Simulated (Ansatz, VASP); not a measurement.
One calculation of Ge, two programs

```
Ge
1.0
    -1.60842    1.60842    1.87318
     1.60842   -1.60842    1.87318
     1.60842    1.60842   -1.87318
Ge
1
Direct
  0.50000 0.50000 0.00000
```

Alike in both runs: functional PBEsol; k mesh 12 × 12 × 12; occupations fermi-dirac, width 0.05 eV; no spin polarisation.

|  | VASP | Ansatz |
| --- | --- | --- |
| version | VASP 6.6.1 | Ansatz 0.2.0 |
| potentials or method | VASP PAW PBE potentials, release 64 (Ge_d) | Ansatz PAW |
| plane-wave cutoff (eV) | 520 | 420 |
| valence electrons in the cell | 14 | 14 |
| task | single point | band structure |

Ansatz gave:

| Item | Value |
| --- | --- |
| gap on the k mesh at the Fermi level (eV) | none |
| pressure (GPa) | -2.9 |
| traceless stress, the component that is largest in VASP (GPa) | 0.45 |

**Question.** Which values does VASP return?

**Answer.** gap on the k mesh at the Fermi level (eV): none; pressure (GPa): -2.8; traceless stress, the component that is largest in VASP (GPa): 0.45.

VASP's potentials were made for PBE, not for PBEsol. A gap of «none» marks a metal or a gap that the smearing closes. With one functional, cell and mesh, what is left measures potentials, basis and numerics.
